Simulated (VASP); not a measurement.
GaNi, 2 atoms in the cell. It takes space group P4/mmm (No. 123, tetragonal). Conventional cell: a = 2.886 Å, b = 2.886 Å, c = 2.742 Å, α = 90.00°, β = 90.00°, γ = 90.00°. Within 3.2 Å of Ga (site symmetry 4/mmm) lie 8 Ni at 2.46 Å and 6 Ga at 2.74 to 2.89 Å. Ni (site symmetry 4/mmm) has 8 Ga at 2.46 Å and 6 Ni at 2.74 to 2.89 Å within 3.2 Å.  This cell differs from its parent crystal: strain +0.000 along x and y, -0.050 along z.

```yaml
Program: VASP 6.6.1
Task: single point
Functional: PBEsol
Potentials_or_basis: VASP PAW PBE potentials, release 64 (Ga_d, Ni)
Cutoff: 520 eV
k_mesh: 16 × 16 × 16
Occupations: gaussian, width 0.15 eV
Spin: no spin polarisation
Dipole_correction: no
Further_INCAR_settings: ALGO = Fast; EDIFF = 1e-06; NBANDS = 18
```

Potentials or basis: VASP PAW PBE potentials, release 64 (Ga_d, Ni).

Command:

```sh
$ cat potpaw_PBE.64/Ga_d/POTCAR potpaw_PBE.64/Ni/POTCAR > POTCAR
$ mpirun -np 1 vasp_std > vasp.out
```

Hardware: 1 thread of Intel(R) Xeon(R) Platinum 8375C CPU @ 2.90GHz (Ice Lake), with other jobs on the host.

**Question.** Estimate the wall time of this run.

**Answer.** Run time: 76 s on 1 thread of Intel(R) Xeon(R) Platinum 8375C CPU @ 2.90GHz (Ice Lake), with other jobs on the host, peak memory 0.28 GiB. Counts: scf iterations 15, k points 405.
